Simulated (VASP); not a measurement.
# CdTe (F-43m) in VASP: further runs

Runs on CdTe. Level: PBEsol. Tasks: electric field gradients.

Everything below comes from runs of VASP 6.6.1. Logs are shortened: lines on timing, memory, paths and dates and some standing lists are left out, and cuts for length are marked.

**1. The cell of the first run**

It takes space group F-43m (No. 216, cubic). Conventional cell: a = 6.693 Å, b = 6.693 Å, c = 6.693 Å, α = 90.00°, β = 90.00°, γ = 90.00°. Cd (site symmetry -43m) has 4 Te at 2.90 Å within 3.8 Å. Within 3.8 Å of Te (site symmetry -43m) lie 4 Cd at 2.90 Å.

**2. Electric field gradients, PBEsol (volume scaled by 1.06)**

INCAR reads:

```
SYSTEM = CdTe
  ALGO = Normal
  EDIFF = 1E-8
  ENCUT = 520
  GGA = PS
  ISIF = 2
  ISMEAR = -1
  LASPH = .True.
  LCHARG = .False.
  LEFG = .True.
  LREAL = .False.
  LWAVE = .False.
  NBANDS = 16
  NELM = 60
  PREC = Accurate
  SIGMA = 0.01
```

KPOINTS reads:

```
k-points
0
Gamma
  7 7 7
  0 0 0
```

POSCAR reads:

```
CdTe
1.0
    0.0000000000      3.3464850666      3.3464850666
    3.3464850666      0.0000000000      3.3464850666
    3.3464850666      3.3464850666      0.0000000000
Cd Te
1 1
Direct
    0.0000000000      0.0000000000      0.0000000000
    0.7500000000      0.7500000000      0.7500000000
```

Potentials or basis: VASP PAW PBE potentials, release 64 (Cd, Te).

Command:

```sh
> cat potpaw_PBE.64/Cd/POTCAR potpaw_PBE.64/Te/POTCAR > POTCAR
> mpirun -np 1 vasp_std > vasp.out
```

OUTCAR:

```text
SYSTEM = CdTe
   EDIFF = 1E-8
   ENCUT = 520
   GGA = PS
   ISIF = 2
   ISMEAR = -1
   LASPH = .True.
   LREAL = .False.
   NELM = 60
   PREC = Accurate

 ion  position               nearest neighbor table
   1  0.000  0.000  0.000-   2 2.90   2 2.90   2 2.90   2 2.90
   2  0.750  0.750  0.750-   1 2.90   1 2.90   1 2.90   1 2.90

  LATTYP: Found a face centered cubic cell.
 ALAT       =     6.6929701332

  Lattice vectors:

 A1 = (   0.0000000000,   3.3464850666,   3.3464850666)
 A2 = (   3.3464850666,   0.0000000000,   3.3464850666)
 A3 = (   3.3464850666,   3.3464850666,   0.0000000000)

Analysis of symmetry for initial positions (statically):
=====================================================================
 Subroutine PRICEL returns:
 Original cell was already a primitive cell.

 Routine SETGRP: Setting up the symmetry group for a
 face centered cubic supercell.

 Subroutine GETGRP returns: Found 24 space group operations
 (whereof 24 operations were pure point group operations)
 out of a pool of 48 trial point group operations.

The static configuration has the point symmetry T_d .

Analysis of symmetry for dynamics (positions and initial velocities):
=====================================================================
 Subroutine PRICEL returns:
 Original cell was already a primitive cell.

 Routine SETGRP: Setting up the symmetry group for a
 face centered cubic supercell.

 Subroutine GETGRP returns: Found 24 space group operations
 (whereof 24 operations were pure point group operations)
 out of a pool of 48 trial point group operations.

The dynamic configuration has the point symmetry T_d .

 Subroutine INISYM returns: Found 24 space group operations
 (whereof 24 operations are pure point group operations),
 and found     1 'primitive' translations

----------------------------------------------------------------------------------------

                                     Primitive cell

  volume of cell :      74.9543

  direct lattice vectors                    reciprocal lattice vectors
     0.000000000  3.346485067  3.346485067    -0.149410498  0.149410498  0.149410498
     3.346485067  0.000000000  3.346485067     0.149410498 -0.149410498  0.149410498
     3.346485067  3.346485067  0.000000000     0.149410498  0.149410498 -0.149410498

  length of vectors
     4.732644567  4.732644567  4.732644567     0.258786574  0.258786574  0.258786574

  position of ions in fractional coordinates (direct lattice)
     0.000000000  0.000000000  0.000000000
     0.750000000  0.750000000  0.750000000

  ion indices of the primitive-cell ions
   primitive index   ion index
                 1           1
                 2           2

----------------------------------------------------------------------------------------

 KPOINTS: k-points

Automatic generation of k-mesh.
 Grid dimensions read from file:
 generate k-points for:    7    7    7

 Generating k-lattice:

  Cartesian coordinates                     Fractional coordinates (reciprocal lattice)
    -0.021344357  0.021344357  0.021344357     0.142857143  0.000000000  0.000000000
     0.021344357 -0.021344357  0.021344357     0.000000000  0.142857143  0.000000000
     0.021344357  0.021344357 -0.021344357     0.000000000  0.000000000  0.142857143

  Length of vectors
     0.036969511  0.036969511  0.036969511

  Shift w.r.t. Gamma in fractional coordinates (k-lattice)
     0.000000000  0.000000000  0.000000000

 Subroutine IBZKPT returns following result:
 ===========================================

 Found     20 irreducible k-points:

 Following reciprocal coordinates:
            Coordinates               Weight
  0.000000  0.000000  0.000000      1.000000
  0.142857  0.000000  0.000000      8.000000
  0.285714  0.000000  0.000000      8.000000
  0.428571  0.000000  0.000000      8.000000
  0.142857  0.142857  0.000000      6.000000
  0.285714  0.142857  0.000000     24.000000
[... 12 lines left out ...]
 -0.428571  0.428571  0.142857     24.000000
 -0.285714  0.428571  0.142857     24.000000
   k-points           NKPTS =     20   k-points in BZ     NKDIM =     20   number of bands    NBANDS=     16
   number of dos      NEDOS =    301   number of ions     NIONS =      2
   total plane-waves  NPLWV =  46656
   dimension x,y,z NGX =    36 NGY =   36 NGZ =   36
   dimension x,y,z NGXF=    72 NGYF=   72 NGZF=   72
   ions per type =               1   1
   NGX,Y,Z   is equivalent  to a cutoff of  12.65, 12.65, 12.65 a.u.
   NGXF,Y,Z  is equivalent  to a cutoff of  25.29, 25.29, 25.29 a.u.
 SYSTEM =  CdTe
   PREC   = accura    normal or accurate (medium, high low for compatibility)
   ISTART =      0    job   : 0-new  1-cont  2-samecut
   ICHARG =      2    charge: 1-file 2-atom 10-const
   ISPIN  =      1    spin polarized calculation?
   LNONCOLLINEAR =      F non collinear calculations
   LSORBIT =      F    spin-orbit coupling
   LASPH  =      T    aspherical Exc in radial PAW
   ENCUT  =  520.0 eV  38.22 Ry    6.18 a.u.   8.80  8.80  8.80*2*pi/ulx,y,z
   NELM   =     60;   NELMIN=  2; NELMDL= -5     # of ELM steps
   EDIFF  = 0.1E-07   stopping-criterion for ELM
   LREAL  =      F    real-space projection
   EDIFFG = 0.1E-06   stopping-criterion for IOM
   NSW    =      0    number of steps for IOM
   IBRION =     -1    ionic relax: 0-MD 1-quasi-New 2-CG
   NFREE  =      0    steps in history (QN), initial steepest desc. (CG)
   ISIF   =      2    stress and relaxation
   ISYM   =      2    0-nonsym 1-usesym 2-fastsym
   POTIM  = 0.5000    time-step for ionic-motion
   TEBEG  =    0.0;   TEEND  =   0.0 temperature during run
   PSTRESS=    0.0 pullay stress
   NELECT =      18.0000    total number of electrons
   NUPDOWN=      -1.0000    fix difference up-down
   EMIN   =  10.00;   EMAX   =-10.00  energy-range for DOS
   EFERMI =   0.00;   METHOD = LEGACY
   ISMEAR =    -1;   SIGMA  =   0.01  broadening in eV -4-tet -1-fermi 0-gaus
   EFERMI_NEDOS =   21; number of points for ismear=-14 and -15
   IALGO  =     38    algorithm
   IMIX   =      4    mixing-type and parameters
     AMIX     =   0.40;   BMIX     =  1.00
     AMIX_MAG =   1.60;   BMIX_MAG =  1.00
  volume/ion in A,a.u.               =      37.48       252.91
  Fermi-wavevector in a.u.,A,eV,Ry     =   1.017576  1.922939 14.088296  1.035461
  Thomas-Fermi vector in A             =   2.150985
   LORBIT       =      0    0 simple, 1 ext, 2 COOP (PROOUT), +10 PAW based schemes
   GGA     = PS    functional components
   LHFCALC =     F    Hartree Fock is set to
   AEXX    =    0.0000 exact exchange contribution
   IVDW    =     0    specifies the selected vdW correction
   LEPSILON=     F    determine dielectric tensor
   LRPA    =     F    only Hartree local field effects (RPA)
 non-spin polarized calculation
  energy-cutoff  :      520.00
  volume of cell :       74.95
 maximum number of plane-waves:      2027
   NGX = 17   NGY = 17   NGZ = 17

 number of electron      17.9999998 magnetization

 Free energy of the ion-electron system (eV)
  ---------------------------------------------------
  ext. energy  EPLUGINS =         0.00000000
  ---------------------------------------------------
  free energy    TOTEN  =        -5.42401918 eV

  energy without entropy =       -5.42401918  energy(sigma->0) =       -5.42401918

 E-fermi :   1.5917     XC(G=0):  -8.3584

 val. band max:        1.3892346439   @ k =   0.0000   0.0000   0.0000
 cond. band min:       1.7736197123   @ k =   0.0000   0.0000   0.0000
 fundamental gap:      0.3843850684
 Fermi energy:         1.5917288923

 k-point     1 :       0.0000    0.0000    0.0000
  band No.  band energies     occupation
      1      -9.3162      2.00000
      2      -6.5772      2.00000
      3      -6.5772      2.00000
      4      -6.5772      2.00000
      5      -6.3777      2.00000
      6      -6.3777      2.00000
[... 8 lines left out ...]
     15      10.5578      0.00000
     16      10.5578      0.00000
[... 343 lines left out ...]
 k-point    20 :      -0.2857    0.4286    0.1429
  band No.  band energies     occupation
      1      -8.9058      2.00000
      2      -6.4903      2.00000
      3      -6.4785      2.00000
      4      -6.4007      2.00000
      5      -6.3736      2.00000
      6      -5.9562      2.00000
[... 8 lines left out ...]
     15      11.2155      0.00000
     16      12.7724      0.00000

------------------------ aborting loop because EDIFF is reached ----------------------------------------

  FORCE on cell =-STRESS in cart. coord.  units (eV):
  Direction    XX          YY          ZZ          XY          YZ          ZX
  --------------------------------------------------------------------------------------
  -------------------------------------------------------------------------------------
  Total       -1.3857341     -1.3857341     -1.3857341      0.0000000      0.0000000      0.0000000
  in kB      -29.6205980    -29.6205980    -29.6205980      0.0000000      0.0000000      0.0000000
  external PRESSURE =     -29.6205980 kB  Pullay stress =       0.0000000 kB

 VOLUME and BASIS-vectors are now :
 -----------------------------------------------------------------------------
  energy-cutoff  :      520.00
  volume of cell :       74.95
      direct lattice vectors                 reciprocal lattice vectors
     0.000000000  3.346485067  3.346485067    -0.149410498  0.149410498  0.149410498
     3.346485067  0.000000000  3.346485067     0.149410498 -0.149410498  0.149410498
     3.346485067  3.346485067  0.000000000     0.149410498  0.149410498 -0.149410498

 POSITION                                       TOTAL-FORCE (eV/Angst)
 -----------------------------------------------------------------------------------
      0.00000      0.00000      0.00000        -0.000000      0.000000     -0.000000
      5.01973      5.01973      5.01973         0.000000     -0.000000      0.000000
 -----------------------------------------------------------------------------------
    total drift:                                0.000000      0.000000      0.000000

  FREE ENERGIE OF THE ION-ELECTRON SYSTEM (eV)
  ---------------------------------------------------
  free  energy   TOTEN  =        -5.4240191846 eV

  energy  without entropy=       -5.4240191846  energy(sigma->0) =       -5.42401918

 Electric field gradients (V/A^2)
---------------------------------------------------------------------
 ion       V_xx      V_yy      V_zz      V_xy      V_xz      V_yz
---------------------------------------------------------------------
   1      -0.000     0.000     0.000     0.001     0.001     0.001
   2      -0.000     0.000     0.000    -0.000    -0.000    -0.000
---------------------------------------------------------------------

 Electric field gradients after diagonalization (V/A^2)
 (convention: |V_zz| > |V_xx| > |V_yy|)
----------------------------------------------------------------------
 ion       V_xx      V_yy      V_zz     asymmetry (V_yy - V_xx)/ V_zz
----------------------------------------------------------------------
   1      -0.001    -0.001     0.002       0.000
   2       0.000     0.000    -0.000       0.000
----------------------------------------------------------------------

           NMR quadrupolar parameters

 Cq : quadrupolar parameter    Cq=e*Q*V_zz/h
 eta: asymmetry parameters     (V_yy - V_xx)/ V_zz
 Q  : nuclear electric quadrupole moment in mb (millibarn)
----------------------------------------------------------------------
 ion       Cq(MHz)       eta       Q (mb)
----------------------------------------------------------------------
   1       0.000       0.000       1.000
   2      -0.000       0.000       1.000
----------------------------------------------------------------------
```

Run time: 11 s. Hardware: 1 thread of Intel Xeon 6975P-C (Granite Rapids), shared host; peak memory 0.2 GiB.

What came out:

```yaml
Free_energy: -5.4240 eV
Pressure: -3.0 GPa
Band_gap_on_the_k_mesh: 0.38 eV, direct
```

Levels at points of the mesh, in eV from the valence-band top:
```tsv
k point	band 7	band 8	band 9	band 10	band 11	band 12
(0.00, 0.00, 0.00)	0.00	0.00	0.00	0.38	4.60	4.60
```

Caveat: the cell differs from its parent crystal (volume scaled by 1.06); without QUAD_EFG the Cq values of the log hold for a quadrupole moment of 1 mb, not for the nuclei; the PAW data sets were made with another functional, which shifts forces and pressure a little; spin-orbit coupling is left out, which moves the levels of the heavy elements.

**3. Electric field gradients, PBEsol, non-collinear spin, zero start, spin-orbit coupling**

This run uses another cell than the first one, of 35.36 Å³/atom, 0.943 times its volume.

INCAR reads:

```
ALGO     = Normal         # electronic algorithm
EDIFF    = 1E-8           # SCF threshold, eV
ENCUT    = 520            # plane-wave cutoff, eV
GGA      = PS             # functional
GGA_COMPAT= F            
ISIF     = 2              # what is computed and relaxed
ISMEAR   = -1             # smearing method
LASPH    = T              # aspherical terms in the spheres
LCHARG   = F              # write CHGCAR
LEFG     = T            
LNONCOLLINEAR= T              # non-collinear magnetism
LORBIT   = 11             # projections on sites
LORBMOM  = T            
LREAL    = F              # projectors in reciprocal space
LSORBIT  = T              # spin-orbit coupling
LWAVE    = F              # write WAVECAR
MAGMOM   = 0 0 0 0 0 0    # initial moments
NBANDS   = 30             # bands
NELM     = 150            # most SCF steps
PREC     = Accurate       # precision mode
SIGMA    = 0.01           # smearing width, eV
```

KPOINTS reads:

```
k-points
0
Gamma
  7 7 7
```

POSCAR reads:

```
CdTe
1.0
    0.0000000000      3.2821135562      3.2821135562
    3.2821135562      0.0000000000      3.2821135562
    3.2821135562      3.2821135562      0.0000000000
Cd Te
1 1
Direct
    0.0000000000      0.0000000000      0.0000000000
    0.7500000000      0.7500000000      0.7500000000
```

Potentials or basis: VASP PAW PBE potentials, release 64 (Cd, Te).

Command:

```sh
> cat potpaw_PBE.64/Cd/POTCAR potpaw_PBE.64/Te/POTCAR > POTCAR
> mpirun -np 1 vasp_ncl > vasp.out
```

OUTCAR:

```text
EDIFF = 1E-8
   ENCUT = 520
   GGA = PS
   ISIF = 2
   ISMEAR = -1
   LASPH = T
   LNONCOLLINEAR = T
   LORBIT = 11
   LREAL = F
   LSORBIT = T
   NELM = 150
   PREC = Accurate

 ion  position               nearest neighbor table
   1  0.000  0.000  0.000-   2 2.84   2 2.84   2 2.84   2 2.84
   2  0.750  0.750  0.750-   1 2.84   1 2.84   1 2.84   1 2.84

  LATTYP: Found a face centered cubic cell.
 ALAT       =     6.5642271124

  Lattice vectors:

 A1 = (   0.0000000000,   3.2821135562,   3.2821135562)
[... 1113 lines left out ...]
    -0.0000286    -0.0000286    -0.0000305     0.0000000    -0.0000102
    -0.0000406    -0.0000102     0.0000000    -0.0000102     0.0000000
 l=   3
     0.0000000     0.0000000     0.0000000     0.0000000     0.0000000     0.0000000     0.0000000
     0.0000000     0.0000000     0.0000000     0.0000000     0.0000000     0.0000000     0.0000000
     0.0000000     0.0000000     0.0000000     0.0000000     0.0000000     0.0000000     0.0000000
     0.0000000     0.0000000     0.0000000     0.0000000     0.0000000     0.0000000     0.0000000
     0.0000000     0.0000000     0.0000000     0.0000000     0.0000000     0.0000000     0.0000000
     0.0000000     0.0000000     0.0000000     0.0000000     0.0000000     0.0000000     0.0000000
     0.0000000     0.0000000     0.0000000     0.0000000     0.0000000     0.0000000     0.0000000

 total charge

# of ion       s       p       d       tot
------------------------------------------
    1        0.469   0.299   9.528  10.296
    2        1.354   2.028   0.019   3.401
--------------------------------------------------
tot          1.823   2.327   9.547  13.697

 magnetization (x)

# of ion       s       p       d       tot
------------------------------------------
    1        0.000  -0.000   0.000   0.000
    2       -0.000  -0.000   0.000  -0.000
--------------------------------------------------
tot          0.000  -0.000   0.000   0.000

 magnetization (y)

# of ion       s       p       d       tot
------------------------------------------
    1       -0.000   0.000   0.000  -0.000
    2        0.000   0.000  -0.000   0.000
--------------------------------------------------
tot         -0.000   0.000  -0.000  -0.000

 magnetization (z)

# of ion       s       p       d       tot
------------------------------------------
    1        0.000  -0.000  -0.000   0.000
    2       -0.000  -0.000   0.000  -0.000
--------------------------------------------------
tot          0.000  -0.000   0.000  -0.000
```

stdout:

```text
POSCAR found type information on POSCAR CdTe
 POSCAR found :  2 types and       2 ions
 scaLAPACK will be used
 -----------------------------------------------------------------------------
|                                                                             |
|                                                                             |
|     You enforced a specific xc type in the INCAR file but a different       |
|     I HOPE YOU KNOW WHAT YOU ARE DOING!                                     |
|                                                                             |
 -----------------------------------------------------------------------------

 LDA part: xc-table for (Slater+PW92), standard interpolation
 POSCAR, INCAR and KPOINTS ok, starting setup
 FFT: planning ... GRIDC
 FFT: planning ... GRID_SOFT
 FFT: planning ... GRID
 WAVECAR not read
 entering main loop
ion   1

ion   2
```

Wall time 6.3 min (1 thread of AMD EPYC 7R43 (Zen 3), shared host); peak memory 0.4 GiB.

Results:

```yaml
Free_energy: -5.6080 eV
Pressure: -1.1 GPa
Net_moment: 0.00 μB per cell
Valence_electrons_inside_the_program's_atomic_spheres: Cd 10.30; Te 3.40
```

Moments on the atoms (μB; x, y, z):
```
Cd  0.00 0.00 0.00
Te  0.00 0.00 0.00
```

Caveat: without QUAD_EFG the Cq values of the log hold for a quadrupole moment of 1 mb, not for the nuclei; the PAW data sets were made with another functional, which shifts forces and pressure a little.
